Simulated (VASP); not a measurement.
Runs of VASP 6.6.1 on GaAs. The structure is that of space group I-4m2 (No. 119), or close to it. The cells are those of the table. 

```tsv
cell	gap on the mesh (eV)	pressure (GPa)
a = 3.999, b = 3.999, c = 4.098 Å, angles 59.2, 59.2, 61.6°, 2 atoms	(a)	(b)
a = 4.099, b = 4.099, c = 4.198 Å, angles 59.2, 59.2, 61.6°, 2 atoms	0.20	-2.5
a = 3.951, b = 3.951, c = 4.098 Å, angles 58.8, 58.8, 62.5°, 2 atoms	0.24	3.5
a = 4.003, b = 4.003, c = 4.198 Å, angles 58.4, 58.4, 63.2°, 2 atoms	0.20	0.2
a = 4.051, b = 4.051, c = 4.198 Å, angles 58.8, 58.8, 62.4°, 2 atoms	0.24	-1.3
```

Alike in all rows: task single point; level PBE; potentials or basis VASP PAW PBE potentials, release 64 (Ga_d, As); no spin polarisation; k mesh 10 × 10 × 10; cutoff (eV) 520; smearing gaussian 0.05 eV.

Question: Estimate the missing entries.

Answer: (a) 0.15; (b) 1.7.

Caveats: the cell stands under pressure (at least some runs).

A k mesh can miss the band edges, and the runs leave out spin-orbit coupling on As, Ga.
